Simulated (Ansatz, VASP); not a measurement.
## KF: VASP beside Ansatz

INCAR

```
PREC     = Accurate       # precision mode
ENCUT    = 520            # plane-wave cutoff, eV
EDIFF    = 1E-7           # SCF threshold, eV
ISMEAR   = 0              # smearing method
SIGMA    = 0.05           # smearing width, eV
LREAL    = F              # projectors in reciprocal space
LASPH    = T              # aspherical terms in the spheres
NELM     = 80             # most SCF steps
ALGO     = Normal         # electronic algorithm
ISIF     = 2              # what is computed and relaxed
LWAVE    = F              # write WAVECAR
LCHARG   = F              # write CHGCAR
GGA      = PE             # functional
NBANDS   = 15             # bands
```

Contents of KPOINTS:

```
Automatic mesh
0
Gamma
  8 8 8
```

POSCAR

```
KF
1.0
    0.0000000000      2.7403375000      2.7403375000
    2.7403375000      0.0000000000      2.7403375000
    2.7403375000      2.7403375000      0.0000000000
K F
1 1
Direct
    0.0000000000      0.0000000000      0.0000000000
    0.5000000000      0.5000000000      0.5000000000
```

Input for Ansatz:

```yaml
crystal:
  lattice:
    - [0.0, 2.7403375, 2.7403375]
    - [2.7403375, 0.0, 2.7403375]
    - [2.7403375, 2.7403375, 0.0]
  atoms:
    - { symbol: K, position: [0.0, 0.0, 0.0] }
    - { symbol: F, position: [0.5, 0.5, 0.5] }
basis:
  ecutwfc: 420
kpoints:
  mp_grid: { grid: [8, 8, 8] }
hamiltonian:
  xc: pbe
scf:
  occupations: { method: gaussian, width: 0.05 }
output:
  forces: true
  stress: true
  eigenvalues: true
```

Change from the starting cell: strain +0.025 along x and y, +0.025 along z, atoms carried along.

Alike in both runs: task single point; functional PBE; k mesh 8 × 8 × 8; occupations gaussian, width 0.05 eV; no spin polarisation.

|  | VASP | Ansatz |
| --- | --- | --- |
| version | VASP 6.6.1 | Ansatz 0.2.0 |
| potentials or method | VASP PAW PBE potentials, release 64 (K_sv, F), cutoff 520 eV | scalar-relativistic, plane waves, PAW |
| valence electrons in the cell | 16 | 16 |

Ansatz gave:

| Quantity | Value |
| --- | --- |
| gap on the k mesh at the Fermi level (eV) | 5.80 |
| least direct gap on the mesh (eV) | 5.80 |
| pressure (GPa) | -0.9 |

Task: Which values does VASP return?

Result: gap on the k mesh at the Fermi level (eV): 5.79; least direct gap on the mesh (eV): 5.79; pressure (GPa): -0.9.
